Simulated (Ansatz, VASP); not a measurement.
## Two plane-wave programs on BaOs

```
Ba Os
1.0
     3.72797    0.00000    0.00000
     0.00000    3.72797    0.00000
     0.00000    0.00000    3.72797
Ba Os
1 1
Cartesian
  0.0000 0.0000 0.0000
  1.8640 1.8640 1.8640
```

Alike in both runs: task single point; functional RPBE; k mesh 8 × 8 × 8; occupations gaussian, width 0.05 eV; no spin polarisation.

```csv
,VASP,Ansatz
version,VASP 6.6.1,Ansatz 0.2.0
potentials or method,"VASP PAW PBE potentials, release 64 (Ba_sv, Os), cutoff 520 eV","scalar-relativistic, plane waves, PAW"
valence electrons in the cell,18,26
```

|  | VASP | Ansatz | Ansatz less VASP |
| --- | --- | --- | --- |
| gap on the k mesh at the Fermi level (eV) | none | none | - |
| pressure (GPa) | 3.9 | 2.1 | -1.79 |

VASP's potentials were made for PBE, not for RPBE. A gap of «none» marks a metal or a gap that the smearing closes. The functional is the same, so the differences come from potentials, cutoffs and numerics. VASP's potentials hold 18 valence electrons a cell and Ansatz's 26, so a difference there can come from the potentials and not from the codes.

Spin-orbit coupling is off throughout.
